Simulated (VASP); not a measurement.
# Ge (P6/mmm) in VASP: a series of runs

The runs below take Ge through single point, relaxation of cell and atoms, with PBE.

Everything below comes from runs of VASP 6.6.1. Logs are shortened: lines on timing, memory, paths and dates and some standing lists are left out, and cuts for length are marked.

## (1) The cell of the first run

Symmetry: P6/mmm, No. 191, hexagonal system. The conventional cell has a = 2.879 Å, b = 2.879 Å, c = 2.693 Å, α = 90.00°, β = 90.00°, γ = 120.00°. Ge (site symmetry 6/mmm) has 8 Ge at 2.69 to 2.88 Å within 3.6 Å.

## (2) Single point, PBE

The input, INCAR:

```
SYSTEM = Ge
  PREC = Accurate
  ENCUT = 520
  EDIFF = 1E-6
  ISMEAR = 0
  SIGMA = 0.1
  LREAL = .FALSE.
  LASPH = .TRUE.
  NELM = 100
  ALGO = Normal
  ISIF = 2
  LWAVE = .FALSE.
  LCHARG = .FALSE.
  GGA = PE
  NBANDS = 13
```

The input, KPOINTS:

```
Automatic mesh
0
G
  24 24 20
  0 0 0
```

The input, POSCAR:

```
Ge
1.0
    2.8789841288      0.0000000000      0.0000000000
   -1.4394920644      2.4932733927      0.0000000000
    0.0000000000      0.0000000000      2.6932830536
Ge
1
Direct
    0.0000000000      0.0000000000      0.5000000000
```

Potentials or basis: VASP PAW PBE potentials, release 64 (Ge_d).

Started as:

```
$ cat potpaw_PBE.64/Ge_d/POTCAR > POTCAR
$ mpirun -np 1 vasp_std > vasp.out
```

OUTCAR:

```text
SYSTEM = Ge
   PREC = Accurate
   ENCUT = 520
   EDIFF = 1E-6
   ISMEAR = 0
   LREAL = .FALSE.
   LASPH = .TRUE.
   NELM = 100
   ISIF = 2
   GGA = PE

 ion  position               nearest neighbor table
   1  0.000  0.000  0.500-

  LATTYP: Found a hexagonal cell.
 ALAT       =     2.8789841288
 C/A-ratio  =     0.9354977079

  Lattice vectors:

 A1 = (   2.8789841288,   0.0000000000,   0.0000000000)
 A2 = (  -1.4394920644,   2.4932733927,   0.0000000000)
 A3 = (   0.0000000000,   0.0000000000,   2.6932830536)

Analysis of symmetry for initial positions (statically):
=====================================================================
 Subroutine PRICEL returns:
 Original cell was already a primitive cell.

 Routine SETGRP: Setting up the symmetry group for a
 hexagonal supercell.

 Subroutine GETGRP returns: Found 24 space group operations
 (whereof 24 operations were pure point group operations)
 out of a pool of 24 trial point group operations.

The static configuration has the point symmetry D_6h.

Analysis of symmetry for dynamics (positions and initial velocities):
=====================================================================
 Subroutine PRICEL returns:
 Original cell was already a primitive cell.

 Routine SETGRP: Setting up the symmetry group for a
 hexagonal supercell.

 Subroutine GETGRP returns: Found 24 space group operations
 (whereof 24 operations were pure point group operations)
 out of a pool of 24 trial point group operations.

The dynamic configuration has the point symmetry D_6h.

 Subroutine INISYM returns: Found 24 space group operations
 (whereof 24 operations are pure point group operations),
 and found     1 'primitive' translations

----------------------------------------------------------------------------------------

                                     Primitive cell

  volume of cell :      19.3326

  direct lattice vectors                    reciprocal lattice vectors
     2.878984129  0.000000000  0.000000000     0.347344742  0.200539580  0.000000000
    -1.439492064  2.493273393  0.000000000     0.000000000  0.401079161  0.000000000
     0.000000000  0.000000000  2.693283054     0.000000000  0.000000000  0.371294060

  length of vectors
     2.878984129  2.878984129  2.693283054     0.401079161  0.401079161  0.371294060

  position of ions in fractional coordinates (direct lattice)
     0.000000000  0.000000000  0.500000000

  ion indices of the primitive-cell ions
   primitive index   ion index
                 1           1

----------------------------------------------------------------------------------------

 KPOINTS: Automatic mesh

Automatic generation of k-mesh.
 Grid dimensions read from file:
 generate k-points for:   24   24   20

 Generating k-lattice:

  Cartesian coordinates                     Fractional coordinates (reciprocal lattice)
     0.014472698  0.008355816  0.000000000     0.041666667  0.000000000  0.000000000
     0.000000000  0.016711632  0.000000000     0.000000000  0.041666667  0.000000000
     0.000000000  0.000000000  0.018564703     0.000000000  0.000000000  0.050000000

  Length of vectors
     0.016711632  0.016711632  0.018564703

  Shift w.r.t. Gamma in fractional coordinates (k-lattice)
     0.000000000  0.000000000  0.000000000

 Subroutine IBZKPT returns following result:
 ===========================================

 Found    671 irreducible k-points:

 Following reciprocal coordinates:
            Coordinates               Weight
  0.000000  0.000000  0.000000      1.000000
  0.041667  0.000000  0.000000      6.000000
  0.083333  0.000000  0.000000      6.000000
  0.125000  0.000000  0.000000      6.000000
  0.166667  0.000000  0.000000      6.000000
  0.208333  0.000000  0.000000      6.000000
[... 16 lines left out ...]
  0.416667  0.041667  0.000000     12.000000
  0.458333  0.041667  0.000000     12.000000
 [... further k-points ...]
   k-points           NKPTS =    671   k-points in BZ     NKDIM =    671   number of bands    NBANDS=     13
   number of dos      NEDOS =    301   number of ions     NIONS =      1
   total plane-waves  NPLWV =  11520
   dimension x,y,z NGX =    24 NGY =   24 NGZ =   20
   dimension x,y,z NGXF=    48 NGYF=   48 NGZF=   40
   ions per type =               1
   NGX,Y,Z   is equivalent  to a cutoff of  13.86, 13.86, 12.35 a.u.
   NGXF,Y,Z  is equivalent  to a cutoff of  27.72, 27.72, 24.69 a.u.
 SYSTEM =  Ge
   PREC   = accura    normal or accurate (medium, high low for compatibility)
   ISTART =      0    job   : 0-new  1-cont  2-samecut
   ICHARG =      2    charge: 1-file 2-atom 10-const
   ISPIN  =      1    spin polarized calculation?
   LNONCOLLINEAR =      F non collinear calculations
   LSORBIT =      F    spin-orbit coupling
   LASPH  =      T    aspherical Exc in radial PAW
   ENCUT  =  520.0 eV  38.22 Ry    6.18 a.u.   5.35  5.35  5.01*2*pi/ulx,y,z
   NELM   =    100;   NELMIN=  2; NELMDL= -5     # of ELM steps
   EDIFF  = 0.1E-05   stopping-criterion for ELM
   LREAL  =      F    real-space projection
   EDIFFG = 0.1E-04   stopping-criterion for IOM
   NSW    =      0    number of steps for IOM
   IBRION =     -1    ionic relax: 0-MD 1-quasi-New 2-CG
   NFREE  =      0    steps in history (QN), initial steepest desc. (CG)
   ISIF   =      2    stress and relaxation
   ISYM   =      2    0-nonsym 1-usesym 2-fastsym
   POTIM  = 0.5000    time-step for ionic-motion
   TEBEG  =    0.0;   TEEND  =   0.0 temperature during run
   PSTRESS=    0.0 pullay stress
   NELECT =      14.0000    total number of electrons
   NUPDOWN=      -1.0000    fix difference up-down
   EMIN   =  10.00;   EMAX   =-10.00  energy-range for DOS
   EFERMI =   0.00;   METHOD = LEGACY
   ISMEAR =     0;   SIGMA  =   0.10  broadening in eV -4-tet -1-fermi 0-gaus
   EFERMI_NEDOS =   21; number of points for ismear=-14 and -15
   IALGO  =     38    algorithm
   IMIX   =      4    mixing-type and parameters
     AMIX     =   0.40;   BMIX     =  1.00
     AMIX_MAG =   1.60;   BMIX_MAG =  1.00
  volume/ion in A,a.u.               =      19.33       130.46
  Fermi-wavevector in a.u.,A,eV,Ry     =   1.470123  2.778130 29.405765  2.161263
  Thomas-Fermi vector in A             =   2.585418
   LORBIT       =      0    0 simple, 1 ext, 2 COOP (PROOUT), +10 PAW based schemes
   GGA     = PE    functional components
   LHFCALC =     F    Hartree Fock is set to
   AEXX    =    0.0000 exact exchange contribution
   IVDW    =     0    specifies the selected vdW correction
   LEPSILON=     F    determine dielectric tensor
   LRPA    =     F    only Hartree local field effects (RPA)
 non-spin polarized calculation
 Gauss-broadening in eV      SIGMA  =   0.10
  energy-cutoff  :      520.00
  volume of cell :       19.33
 maximum number of plane-waves:       550
 NGX is ok and might be reduce to    24
   NGX = 11   NGY = 11   NGZ = 11

 number of electron      14.0000000 magnetization

 Free energy of the ion-electron system (eV)
  ---------------------------------------------------
  ext. energy  EPLUGINS =         0.00000000
  ---------------------------------------------------
  free energy    TOTEN  =        -4.27566788 eV

  energy without entropy =       -4.27410825  energy(sigma->0) =       -4.27488806

 E-fermi :   6.3729     XC(G=0): -11.1111

 val. band max:        6.3534340784   @ k =   0.1667   0.0000   0.2500
 cond. band min:       6.3910884606   @ k =   0.2917   0.2500   0.5000
 fundamental gap:      0.0376543823
 Fermi energy:         6.3729173643

 k-point     1 :       0.0000    0.0000    0.0000
  band No.  band energies     occupation
      1     -18.3848      2.00000
      2     -18.3002      2.00000
      3     -18.3002      2.00000
      4     -18.1592      2.00000
      5     -18.1592      2.00000
      6      -6.6039      2.00000
      7      13.0052      0.00000
      8      14.4922      0.00000
      9      14.4922      0.00000
     10      16.5411      0.00000
     11      20.4118      0.00000
     12      20.4118      0.00000
     13      20.9546      0.00000

 k-point     2 :       0.0417    0.0000    0.0000
  band No.  band energies     occupation
      1     -18.3837      2.00000
      2     -18.3006      2.00000
      3     -18.2981      2.00000
      4     -18.1601      2.00000
      5     -18.1594      2.00000
      6      -6.5629      2.00000
      7      13.0452      0.00000
      8      13.9924      0.00000
      9      14.3483      0.00000
     10      16.6983      0.00000
     11      19.7096      0.00000
     12      20.6341      0.00000
     13      21.2276      0.00000

 k-point     3 :       0.0833    0.0000    0.0000
  band No.  band energies     occupation
      1     -18.3806      2.00000
      2     -18.3016      2.00000
      3     -18.2922      2.00000
      4     -18.1626      2.00000
      5     -18.1600      2.00000
      6      -6.4397      2.00000
      7      12.8677      0.00000
      8      13.1645      0.00000
      9      13.9721      0.00000
     10      16.9241      0.00000
     11      18.8396      0.00000
     12      21.2456      0.00000
     13      21.9428      0.00000
[... 305 lines left out ...]
 k-point    23 :       0.4167    0.0417    0.0000
  band No.  band energies     occupation
      1     -18.3667      2.00000
      2     -18.2808      2.00000
      3     -18.2067      2.00000
      4     -18.1850      2.00000
      5     -18.1712      2.00000
      6      -2.3070      2.00000
      7       1.7332      2.00000
      8      10.0753      0.00000
      9      15.0363      0.00000
     10      16.4893      0.00000
     11      21.4960      0.00000
     12      23.5503      0.00000
     13      24.1461      0.00000

 k-point    24 :       0.4583    0.0417    0.0000
  band No.  band energies     occupation
      1     -18.3676      2.00000
      2     -18.2786      2.00000
      3     -18.2083      2.00000
      4     -18.1810      2.00000
      5     -18.1716      2.00000
      6      -1.7948      2.00000
      7       1.0607      2.00000
      8       9.9898      0.00000
      9      14.9616      0.00000
     10      16.7267      0.00000
     11      22.3162      0.00000
     12      23.1612      0.00000
     13      23.2037      0.00000

 [... further k-points ...]
[... 5 lines left out ...]
  --------------------------------------------------------------------------------------
  -------------------------------------------------------------------------------------
  Total       -0.0209658     -0.0209658     -0.0214151      0.0000000      0.0000000      0.0000000
  in kB       -1.7375259     -1.7375259     -1.7747612      0.0000000      0.0000000      0.0000000
  external PRESSURE =      -1.7499377 kB  Pullay stress =       0.0000000 kB

 VOLUME and BASIS-vectors are now :
 -----------------------------------------------------------------------------
  energy-cutoff  :      520.00
  volume of cell :       19.33
      direct lattice vectors                 reciprocal lattice vectors
     2.878984129  0.000000000  0.000000000     0.347344742  0.200539580  0.000000000
    -1.439492064  2.493273393  0.000000000     0.000000000  0.401079161  0.000000000
     0.000000000  0.000000000  2.693283054     0.000000000  0.000000000  0.371294060

 POSITION                                       TOTAL-FORCE (eV/Angst)
 -----------------------------------------------------------------------------------
      0.00000      0.00000      1.34664        -0.000000      0.000000      0.000000
 -----------------------------------------------------------------------------------
    total drift:                                0.000000      0.000000     -0.000000

  FREE ENERGIE OF THE ION-ELECTRON SYSTEM (eV)
  ---------------------------------------------------
  free  energy   TOTEN  =        -4.2756678775 eV

  energy  without entropy=       -4.2741082487  energy(sigma->0) =       -4.27488806
```

Run time: 41 s. Hardware: 1 thread of Intel Xeon Platinum 8488C (Sapphire Rapids), shared host; peak memory 0.26 GiB.

Results:

| Item | Value |
| --- | --- |
| Free energy | -4.2757 eV |
| Pressure | -0.2 GPa |
| Band gap on the k mesh | zero (band 7 reaches 13.12 eV, above the bottom of band 8 at 3.02 eV) |

## (3) Relaxation of cell and atoms, PBE

This run uses another cell than the first one, of 18.99 Å³/atom, 0.982 times its volume.

The input, INCAR:

```
SYSTEM = Ge
ALGO = Normal
EDIFF = 1E-6
EDIFFG = -0.01
ENCUT = 600
GGA = PE
IBRION = 2
ISIF = 3
ISMEAR = 0
LASPH = .TRUE.
LCHARG = .FALSE.
LREAL = .FALSE.
LWAVE = .FALSE.
NELM = 100
NSW = 100
PREC = Accurate
SIGMA = 0.1
```

The input, KPOINTS:

```
k-points
0
G
  24 24 20
  0 0 0
```

The input, POSCAR:

```
Ge
1.0
    2.8656886182      0.0000000000      0.0000000000
   -1.4328443091      2.4817591427      0.0000000000
    0.0000000000      0.0000000000      2.6698372091
Ge
1
Direct
    0.0000000000      0.0000000000      0.5000000000
```

Potentials or basis: VASP PAW PBE potentials, release 64 (Ge_d).

Started as:

```
$ cat potpaw_PBE.64/Ge_d/POTCAR > POTCAR
$ mpirun -np 1 vasp_std > vasp.out
```

It took 1.9 min on 1 thread of Intel Xeon Platinum 8488C (Sapphire Rapids), shared host; peak memory 0.29 GiB.

It converged, with:

```
Free energy                            : -4.2757 eV
Relaxed volume                         : 19.36 Å³/atom
Relaxed cell                           : a = 2.880 Å, b = 2.880 Å, c = 2.696 Å, α = 90.00°, β = 90.00°, γ = 120.00°
Space group after relaxing (to 0.05 Å) : P6/mmm (No. 191)
Energy gained by relaxing              : 1.6 meV/atom
Ionic steps                            : 4
Pressure after relaxing                : 0.0 GPa
Band gap on the k mesh                 : zero (band 7 reaches 13.09 eV, above the bottom of band 8 at 3.01 eV)
```

Stress tensor (GPa, compression positive):
```
 0.02  0.00  0.00
 0.00  0.02  0.00
 0.00  0.00 -0.06
```

The path:
```tsv
step	energy change (eV)	largest force (eV/Å)	pressure (GPa)	volume (Å³)
1	0.0000	0.0000	1.11	18.99
2	-0.0016	0.0000	0.12	19.35
3	-0.0016	0.0000	-0.17	19.38
4	-0.0016	0.0000	-0.01	19.36
```

Final structure:
```
CELL_PARAMETERS angstrom
2.87990 0.00000 0.00000
-1.43995 2.49407 0.00000
0.00000 0.00000 2.69568
ATOMIC_POSITIONS crystal
Ge 0.00000 0.00000 0.50000
```

Levels at points of the mesh, in eV from the Fermi level:
| k point | band 4 | band 5 | band 6 | band 7 | band 8 | band 9 | band 10 | band 11 |
| --- | --- | --- | --- | --- | --- | --- | --- | --- |
| (0.00, 0.00, 0.00) | -24.53 | -24.53 | -12.96 | 6.61 | 8.12 | 8.12 | 10.15 | 14.04 |
| (0.50, 0.00, 0.00) | -24.55 | -24.54 | -8.10 | -5.44 | 4.07 | 8.06 | 10.34 | 16.33 |
| (0.00, 0.00, 0.50) | -24.60 | -24.56 | -9.19 | -5.76 | 10.95 | 10.95 | 16.51 | 17.38 |
| (0.50, 0.00, 0.50) | -24.55 | -24.46 | -3.97 | -2.37 | -1.83 | 3.48 | 6.94 | 12.27 |

## (4) Single point, PBE

This run uses another cell than the first one, of 18.99 Å³/atom, 0.982 times its volume.

The input, INCAR:

```
ALGO = Normal
EDIFF = 1E-6
ENCUT = 520
GGA = PE
ISIF = 2
ISMEAR = 0
LASPH = T
LCHARG = F
LREAL = F
LWAVE = F
NBANDS = 13
NELM = 100
PREC = Accurate
SIGMA = 0.1
```

The input, KPOINTS:

```
k-points
0
Gamma
  9 9 6
```

POSCAR is that of step 3.

Started as:

```
$ cat potpaw_PBE.64/Ge_d/POTCAR > POTCAR
$ mpirun -np 1 vasp_std > vasp.out
```

Wall time 5.7 s (1 thread of Intel Xeon Platinum 8488C (Sapphire Rapids), shared host); peak memory 0.13 GiB.

The run converged. Its results:

```
Free energy            : -4.3044 eV
Pressure               : 0.1 GPa
Band gap on the k mesh : zero (band 7 reaches 13.40 eV, above the bottom of band 8 at 3.13 eV)
```

Levels at points of the mesh, in eV from the Fermi level:
| k point | band 4 | band 5 | band 6 | band 7 | band 8 | band 9 | band 10 | band 11 |
| --- | --- | --- | --- | --- | --- | --- | --- | --- |
| (0.00, 0.00, 0.00) | -24.71 | -24.71 | -13.28 | 6.68 | 8.05 | 8.05 | 10.15 | 13.95 |
| (0.00, 0.00, 0.50) | -24.78 | -24.74 | -9.35 | -6.05 | 11.02 | 11.02 | 16.44 | 17.41 |

Caveat: the k points lie up to 0.39 Å⁻¹ apart.

## (5) Relaxation of cell and atoms, PBE

This run uses another cell than the first one, of 19.67 Å³/atom, 1.017 times its volume.

The input, INCAR:

```
PREC = Accurate
ENCUT = 600
EDIFF = 1E-6
ISMEAR = 0
SIGMA = 0.1
LREAL = F
LASPH = T
NELM = 100
ALGO = Normal
ISIF = 3
LWAVE = F
LCHARG = F
GGA = PE
IBRION = 2
NSW = 90
EDIFFG = -0.04
```

The input, KPOINTS:

```
Automatic mesh
0
Gamma
  9 9 6
```

The input, POSCAR:

```
Ge
1.0
    2.8357118369      0.0000000000      0.0000000000
   -1.4178559185      2.4557984886      0.0000000000
    0.0000000000      0.0000000000      2.8241665052
Ge
1
Direct
    0.0000000000      0.0000000000      0.5000000000
```

Started as:

```
$ cat potpaw_PBE.64/Ge_d/POTCAR > POTCAR
$ mpirun -np 1 vasp_std > vasp.out
```

It took 16 s on 1 thread of Intel Xeon Platinum 8488C (Sapphire Rapids), shared host; peak memory 0.14 GiB.

The run converged. Its results:

| Quantity | Value |
| --- | --- |
| Free energy | -4.3047 eV |
| Relaxed volume | 19.02 Å³/atom |
| Relaxed cell | a = 2.867 Å, b = 2.867 Å, c = 2.673 Å, α = 90.00°, β = 90.00°, γ = 120.00° |
| Space group after relaxing (to 0.05 Å) | P6/mmm (No. 191) |
| Energy gained by relaxing | 32.7 meV/atom |
| Ionic steps | 5 |
| Pressure after relaxing | 0.2 GPa |
| Band gap on the k mesh | zero (band 7 reaches 13.35 eV, above the bottom of band 8 at 3.12 eV) |

The path:
| step | energy change (eV) | largest force (eV/Å) | pressure (GPa) | volume (Å³) |
| --- | --- | --- | --- | --- |
| 1 | 0.0000 | 0.0000 | -1.00 | 19.67 |
| 2 | -0.0323 | 0.0000 | -0.48 | 19.29 |
| 3 | -0.0324 | 0.0000 | -0.70 | 19.28 |
| 4 | -0.0324 | 0.0000 | -0.69 | 19.27 |
| 5 | -0.0327 | 0.0000 | 0.17 | 19.02 |

Final structure:
```
CELL_PARAMETERS angstrom
2.86689 0.00000 0.00000
-1.43344 2.48280 0.00000
0.00000 0.00000 2.67260
ATOMIC_POSITIONS crystal
Ge 0.00000 0.00000 0.50000
```

Levels at points of the mesh, in eV from the Fermi level:
```tsv
k point	band 5	band 6	band 7	band 8	band 9	band 10
(0.00, 0.00, 0.00)	-24.70	-13.26	6.65	8.04	8.04	10.14
(0.00, 0.00, 0.50)	-24.73	-9.35	-6.04	11.00	11.00	16.44
```

Caveat: the k points lie up to 0.39 Å⁻¹ apart in the final cell.

## (6) The runs side by side

| task | cell | k mesh | cutoff (eV) | gap on the mesh (eV) | pressure (GPa) | relaxed volume (Å³/atom) |
| --- | --- | --- | --- | --- | --- | --- |
| single point | a = 2.879, b = 2.879, c = 2.693 Å, angles 90.0, 90.0, 120.0°, 1 atom | 24 × 24 × 20 | 520 | none | -0.2 | - |
| relaxation of cell and atoms | relaxed from a = 2.866, b = 2.866, c = 2.670 Å, angles 90.0, 90.0, 120.0°, 1 atom | 24 × 24 × 20 | 600 | none | 0.0 | 19.36 |
| single point | a = 2.866, b = 2.866, c = 2.670 Å, angles 90.0, 90.0, 120.0°, 1 atom | 9 × 9 × 6 | 520 | none | 0.1 | - |
| relaxation of cell and atoms | relaxed from a = 2.836, b = 2.836, c = 2.824 Å, angles 90.0, 90.0, 120.0°, 1 atom | 9 × 9 × 6 | 600 | none | 0.2 | 19.02 |

Alike in all rows: level PBE; potentials or basis VASP PAW PBE potentials, release 64 (Ge_d); no spin polarisation; smearing gaussian 0.1 eV.

Caveats: some runs use coarse meshes.

Total energies depend on the potentials used, so only differences within one code and one set of settings carry meaning.
